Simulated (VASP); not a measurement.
# Ni (P6_3/mmc) in VASP: single point with PBEsol

Aim: the single point of Ni with PBEsol.

All numbers are computed with VASP 6.6.1; they aren't measurements. Logs are shortened: lines on timing, memory, paths and dates and some standing lists are left out, and cuts for length are marked.

## 1. The cell of the first run

Symmetry: P6_3/mmc, No. 194, hexagonal system. Conventional cell: a = 2.449 Å, b = 2.449 Å, c = 4.015 Å, α = 90.00°, β = 90.00°, γ = 120.00°. Ni (site symmetry -6m2) has 12 Ni at 2.45 to 2.46 Å within 3.2 Å.

This isn't the form of Ni at room conditions, which is fcc.

## 2. Single point, PBEsol, collinear spin, ferromagnetic start (10.43 Å³/atom)

Contents of POSCAR:

```
Ni
1.0
    2.4491343427      0.0000000000      0.0000000000
   -1.2245671714      2.1210125581      0.0000000000
    0.0000000000      0.0000000000      4.0151071136
Ni
2
Direct
    0.3333333333      0.6666666667      0.2500000000
    0.6666666667      0.3333333333      0.7500000000
```

Contents of INCAR.step1:

```
SYSTEM = Ni
PREC = Accurate
ENCUT = 520
EDIFF = 1E-6
ISMEAR = -1
SIGMA = 0.1
LREAL = .False.
LASPH = .True.
NELM = 150
ALGO = Normal
ISIF = 2
LWAVE = .False.
LCHARG = .True.
ISPIN = 2
MAGMOM = 1 1
LMAXMIX = 4
GGA = PS
NBANDS = 21
```

Contents of KPOINTS.step1:

```
regular mesh
0
Gamma
  18 18 10
  0 0 0
```

Contents of INCAR.step2:

```
SYSTEM = Ni
PREC = Accurate
ENCUT = 520
EDIFF = 1E-6
ISMEAR = -5
SIGMA = 0.1
LREAL = .False.
LASPH = .True.
NELM = 150
ALGO = Normal
ISIF = 2
LWAVE = .False.
LCHARG = .False.
ISPIN = 2
MAGMOM = 1 1
LORBIT = 11
LMAXMIX = 4
GGA = PS
NBANDS = 21
NEDOS = 1001
ICHARG = 11
```

Contents of KPOINTS.step2:

```
regular mesh
0
Gamma
  27 27 15
  0 0 0
```

Potentials or basis: VASP PAW PBE potentials, release 64 (Ni).

Run with:

```bash
> cat potpaw_PBE.64/Ni/POTCAR > POTCAR
> cp INCAR.step1 INCAR
> cp KPOINTS.step1 KPOINTS
> mpirun -np 1 vasp_std > vasp.out
> cp INCAR.step2 INCAR
> cp KPOINTS.step2 KPOINTS
> mpirun -np 1 vasp_std > vasp.out
```

OUTCAR:

```text
SYSTEM = Ni
   PREC = Accurate
   ENCUT = 520
   EDIFF = 1E-6
   ISMEAR = -5
   LREAL = .False.
   LASPH = .True.
   NELM = 150
   ISIF = 2
   ISPIN = 2
   LORBIT = 11
   GGA = PS
   ICHARG = 11

 ion  position               nearest neighbor table
   1  0.333  0.667  0.250-   2 2.46   2 2.46   2 2.46   2 2.46   2 2.46   2 2.46
   2  0.667  0.333  0.750-   1 2.46   1 2.46   1 2.46   1 2.46   1 2.46   1 2.46

  LATTYP: Found a hexagonal cell.
 ALAT       =     2.4491343427
 C/A-ratio  =     1.6393984779

  Lattice vectors:

 A1 = (   2.4491343427,   0.0000000000,   0.0000000000)
 A2 = (  -1.2245671714,   2.1210125581,   0.0000000000)
 A3 = (   0.0000000000,   0.0000000000,   4.0151071136)

Analysis of symmetry for initial positions (statically):
=====================================================================
 Subroutine PRICEL returns:
 Original cell was already a primitive cell.

 Routine SETGRP: Setting up the symmetry group for a
 hexagonal supercell.

 Subroutine GETGRP returns: Found 24 space group operations
 (whereof 12 operations were pure point group operations)
 out of a pool of 24 trial point group operations.

The static configuration has the point symmetry D_3d.
 The point group associated with its full space group is D_6h.

Analysis of symmetry for dynamics (positions and initial velocities):
=====================================================================
 Subroutine PRICEL returns:
 Original cell was already a primitive cell.

 Routine SETGRP: Setting up the symmetry group for a
 hexagonal supercell.

 Subroutine GETGRP returns: Found 24 space group operations
 (whereof 12 operations were pure point group operations)
 out of a pool of 24 trial point group operations.

The dynamic configuration has the point symmetry D_3d.
 The point group associated with its full space group is D_6h.

Analysis of structural, dynamic, and magnetic symmetry:
=====================================================================
 Subroutine PRICEL returns:
 Original cell was already a primitive cell.

 Routine SETGRP: Setting up the symmetry group for a
 hexagonal supercell.

 Subroutine GETGRP returns: Found 24 space group operations
 (whereof 12 operations were pure point group operations)
 out of a pool of 24 trial point group operations.

The overall configuration has the point symmetry D_3d.
 The point group associated with its full space group is D_6h.

 Subroutine INISYM returns: Found 24 space group operations
 (whereof 12 operations are pure point group operations),
 and found     1 'primitive' translations

----------------------------------------------------------------------------------------

                                     Primitive cell

  volume of cell :      20.8571

  direct lattice vectors                    reciprocal lattice vectors
     2.449134343  0.000000000  0.000000000     0.408307532  0.235736464  0.000000000
    -1.224567171  2.121012558  0.000000000     0.000000000  0.471472927  0.000000000
     0.000000000  0.000000000  4.015107114     0.000000000  0.000000000  0.249059358

  length of vectors
     2.449134343  2.449134343  4.015107114     0.471472927  0.471472927  0.249059358

  position of ions in fractional coordinates (direct lattice)
     0.333333333  0.666666667  0.250000000
     0.666666667  0.333333333  0.750000000

  ion indices of the primitive-cell ions
   primitive index   ion index
                 1           1
                 2           2

----------------------------------------------------------------------------------------

 KPOINTS: regular mesh

Automatic generation of k-mesh.
 Grid dimensions read from file:
 generate k-points for:   27   27   15

 Generating k-lattice:

  Cartesian coordinates                     Fractional coordinates (reciprocal lattice)
     0.015122501  0.008730980  0.000000000     0.037037037  0.000000000  0.000000000
     0.000000000  0.017461960  0.000000000     0.000000000  0.037037037  0.000000000
     0.000000000  0.000000000  0.016603957     0.000000000  0.000000000  0.066666667

  Length of vectors
     0.017461960  0.017461960  0.016603957

  Shift w.r.t. Gamma in fractional coordinates (k-lattice)
     0.000000000  0.000000000  0.000000000

 TETIRR: Found  10722 inequivalent tetrahedra from    65610

 Subroutine IBZKPT returns following result:
 ===========================================

 Found    600 irreducible k-points:

 Following reciprocal coordinates:
            Coordinates               Weight
  0.000000  0.000000  0.000000      1.000000
  0.037037 -0.000000  0.000000      6.000000
  0.074074 -0.000000  0.000000      6.000000
  0.111111 -0.000000  0.000000      6.000000
  0.148148  0.000000  0.000000      6.000000
  0.185185 -0.000000  0.000000      6.000000
[... 16 lines left out ...]
  0.333333  0.037037  0.000000     12.000000
  0.370370  0.037037  0.000000     12.000000
 [... further k-points ...]
   k-points           NKPTS =    600   k-points in BZ     NKDIM =    600   number of bands    NBANDS=     21
   number of dos      NEDOS =   1001   number of ions     NIONS =      2
   total plane-waves  NPLWV =   9720
   dimension x,y,z NGX =    18 NGY =   18 NGZ =   30
   dimension x,y,z NGXF=    36 NGYF=   36 NGZF=   60
   ions per type =               2
   NGX,Y,Z   is equivalent  to a cutoff of  12.22, 12.22, 12.42 a.u.
   NGXF,Y,Z  is equivalent  to a cutoff of  24.44, 24.44, 24.84 a.u.
 SYSTEM =  Ni
   PREC   = accura    normal or accurate (medium, high low for compatibility)
   ISTART =      0    job   : 0-new  1-cont  2-samecut
   ICHARG =     11    charge: 1-file 2-atom 10-const
   ISPIN  =      2    spin polarized calculation?
   LNONCOLLINEAR =      F non collinear calculations
   LSORBIT =      F    spin-orbit coupling
   LASPH  =      T    aspherical Exc in radial PAW
   ENCUT  =  520.0 eV  38.22 Ry    6.18 a.u.   4.55  4.55  7.47*2*pi/ulx,y,z
   NELM   =    150;   NELMIN=  2; NELMDL=  0     # of ELM steps
   EDIFF  = 0.1E-05   stopping-criterion for ELM
   LREAL  =      F    real-space projection
   EDIFFG = 0.1E-04   stopping-criterion for IOM
   NSW    =      0    number of steps for IOM
   IBRION =     -1    ionic relax: 0-MD 1-quasi-New 2-CG
   NFREE  =      0    steps in history (QN), initial steepest desc. (CG)
   ISIF   =      2    stress and relaxation
   ISYM   =      2    0-nonsym 1-usesym 2-fastsym
   POTIM  = 0.5000    time-step for ionic-motion
   TEBEG  =    0.0;   TEEND  =   0.0 temperature during run
   PSTRESS=    0.0 pullay stress
   NELECT =      20.0000    total number of electrons
   NUPDOWN=      -1.0000    fix difference up-down
   EMIN   =  10.00;   EMAX   =-10.00  energy-range for DOS
   EFERMI =   0.00;   METHOD = LEGACY
   ISMEAR =    -5;   SIGMA  =   0.10  broadening in eV -4-tet -1-fermi 0-gaus
   EFERMI_NEDOS =   21; number of points for ismear=-14 and -15
   IALGO  =     38    algorithm
   IMIX   =      4    mixing-type and parameters
     AMIX     =   0.40;   BMIX     =  1.00
     AMIX_MAG =   1.60;   BMIX_MAG =  1.00
  volume/ion in A,a.u.               =      10.43        70.38
  Fermi-wavevector in a.u.,A,eV,Ry     =   1.614360  3.050699 35.458954  2.606160
  Thomas-Fermi vector in A             =   2.709282
   LORBIT       =     11    0 simple, 1 ext, 2 COOP (PROOUT), +10 PAW based schemes
   GGA     = PS    functional components
   LHFCALC =     F    Hartree Fock is set to
   AEXX    =    0.0000 exact exchange contribution
   IVDW    =     0    specifies the selected vdW correction
   LEPSILON=     F    determine dielectric tensor
   LRPA    =     F    only Hartree local field effects (RPA)
 spin polarized calculation
 Fermi weights with tetrahedron method with Bloechl corrections
  energy-cutoff  :      520.00
  volume of cell :       20.86
 maximum number of plane-waves:       578

 number of electron      19.9999985 magnetization       1.2033130

 Free energy of the ion-electron system (eV)
  ---------------------------------------------------
  ext. energy  EPLUGINS =         0.00000000
  ---------------------------------------------------
  free energy    TOTEN  =       -12.21702636 eV

  energy without entropy =      -12.21702636  energy(sigma->0) =      -12.21702636

 E-fermi :   9.8288     XC(G=0): -13.6871

 val. band max:        9.8760164169   @ k =   0.4444  -0.0000   0.3333
 cond. band min:       9.8012256138   @ k =   0.0000   0.0000   0.1333
 fundamental gap:     -0.0747908031
 Fermi energy:         9.8288142328

 spin component 1

 k-point     1 :       0.0000    0.0000    0.0000
  band No.  band energies     occupation
      1       0.4383      1.00000
      2       4.7347      1.00000
      3       7.2967      1.00000
      4       7.3974      1.00000
      5       7.3974      1.00000
      6       7.6849      1.00000
[... 13 lines left out ...]
     20      36.4255      0.00000
     21      41.2224      0.00000

 k-point     2 :       0.0370   -0.0000    0.0000
  band No.  band energies     occupation
      1       0.4878      1.00000
      2       4.7659      1.00000
      3       7.2534      1.00000
      4       7.4196      1.00000
      5       7.4346      1.00000
      6       7.6728      1.00000
[... 13 lines left out ...]
     20      37.6031      0.00000
     21      40.1746      0.00000

 k-point     3 :       0.0741   -0.0000    0.0000
  band No.  band energies     occupation
      1       0.6356      1.00000
      2       4.8570      1.00000
      3       7.1686      1.00000
      4       7.4852      1.00000
      5       7.4998      1.00000
      6       7.6415      1.00000
[... 13 lines left out ...]
     20      38.5363      0.00000
     21      39.2754      0.00000
[... 457 lines left out ...]
 k-point    23 :       0.3333    0.0370    0.0000
  band No.  band energies     occupation
      1       4.1012      1.00000
      2       5.5541      1.00000
      3       5.8452      1.00000
      4       6.7847      1.00000
      5       7.4197      1.00000
      6       7.4909      1.00000
[... 13 lines left out ...]
     20      35.9004      0.00000
     21      38.7525      0.00000

 k-point    24 :       0.3704    0.0370    0.0000
  band No.  band energies     occupation
      1       4.5483      1.00000
      2       5.4671      1.00000
      3       5.7167      1.00000
      4       6.9022      1.00000
      5       7.3705      1.00000
      6       7.5206      1.00000
[... 13 lines left out ...]
     20      35.4129      0.00000
     21      38.6182      0.00000

 [... further k-points ...]

 spin component 2

 k-point     1 :       0.0000    0.0000    0.0000
  band No.  band energies     occupation
      1       0.4335      1.00000
      2       5.1084      1.00000
      3       7.9432      1.00000
      4       8.0253      1.00000
      5       8.0253      1.00000
      6       8.3309      1.00000
[... 13 lines left out ...]
     20      36.5237      0.00000
     21      41.3121      0.00000

 k-point     2 :       0.0370   -0.0000    0.0000
  band No.  band energies     occupation
      1       0.4831      1.00000
      2       5.1414      1.00000
      3       7.8886      1.00000
      4       8.0482      1.00000
      5       8.0725      1.00000
      6       8.3176      1.00000
[... 13 lines left out ...]
     20      37.6765      0.00000
     21      40.1269      0.00000

 k-point     3 :       0.0741   -0.0000    0.0000
  band No.  band energies     occupation
      1       0.6311      1.00000
      2       5.2377      1.00000
      3       7.7922      1.00000
      4       8.1164      1.00000
      5       8.1452      1.00000
      6       8.2831      1.00000
[... 13 lines left out ...]
     20      38.6326      0.00000
     21      39.3451      0.00000
[... 457 lines left out ...]
 k-point    23 :       0.3333    0.0370    0.0000
  band No.  band energies     occupation
      1       4.1967      1.00000
      2       6.0514      1.00000
      3       6.2919      1.00000
      4       7.2251      1.00000
      5       8.0239      1.00000
      6       8.0957      1.00000
[... 13 lines left out ...]
     20      36.0050      0.00000
     21      38.8052      0.00000

 k-point    24 :       0.3704    0.0370    0.0000
  band No.  band energies     occupation
      1       4.7147      1.00000
      2       5.9604      1.00000
      3       6.1695      1.00000
      4       7.2887      1.00000
      5       7.9731      1.00000
      6       8.0942      1.00000
[... 13 lines left out ...]
     20      35.5127      0.00000
     21      38.6778      0.00000

 [... further k-points ...]

------------------------ aborting loop because EDIFF is reached ----------------------------------------

  FORCE on cell =-STRESS in cart. coord.  units (eV):
  Direction    XX          YY          ZZ          XY          YZ          ZX
  --------------------------------------------------------------------------------------
  -------------------------------------------------------------------------------------
  Total       -0.4030439     -0.4030439     -0.3065497      0.0000000      0.0000000      0.0000000
  in kB      -30.9606410    -30.9606410    -23.5482428      0.0000000      0.0000000      0.0000000
  external PRESSURE =     -28.4898416 kB  Pullay stress =       0.0000000 kB

 VOLUME and BASIS-vectors are now :
 -----------------------------------------------------------------------------
  energy-cutoff  :      520.00
  volume of cell :       20.86
      direct lattice vectors                 reciprocal lattice vectors
     2.449134343  0.000000000  0.000000000     0.408307532  0.235736464  0.000000000
    -1.224567171  2.121012558  0.000000000     0.000000000  0.471472927  0.000000000
     0.000000000  0.000000000  4.015107114     0.000000000  0.000000000  0.249059358

 POSITION                                       TOTAL-FORCE (eV/Angst)
 -----------------------------------------------------------------------------------
     -0.00000      1.41401      1.00378        -0.000000      0.000000     -0.000000
      1.22457      0.70700      3.01133         0.000000      0.000000      0.000000
 -----------------------------------------------------------------------------------
    total drift:                                0.000000     -0.000000     -0.000000

  FREE ENERGIE OF THE ION-ELECTRON SYSTEM (eV)
  ---------------------------------------------------
  free  energy   TOTEN  =       -12.2170263605 eV

  energy  without entropy=      -12.2170263605  energy(sigma->0) =      -12.21702636

 total charge

# of ion       s       p       d       tot
------------------------------------------
    1        0.518   0.541   8.335   9.393
    2        0.518   0.541   8.335   9.393
--------------------------------------------------
tot          1.035   1.082  16.669  18.786

 magnetization (x)

# of ion       s       p       d       tot
------------------------------------------
    1       -0.005  -0.024   0.644   0.616
    2       -0.005  -0.024   0.644   0.616
--------------------------------------------------
tot         -0.010  -0.047   1.289   1.232
```

Run time: 5.2 min. Hardware: 1 thread of Intel Xeon Platinum 8559C (Emerald Rapids), shared host; peak memory 0.48 GiB.

What came out:

| Property | Result |
| --- | --- |
| Net moment | 1.20 μB per cell |
| Site moments | Ni +0.62 μB |
| Valence electrons inside the program's atomic spheres | Ni 9.39 |

Caveat: the PAW data sets were made with another functional, which shifts forces and pressure a little; tetrahedron occupations give inexact forces and stress in metals.
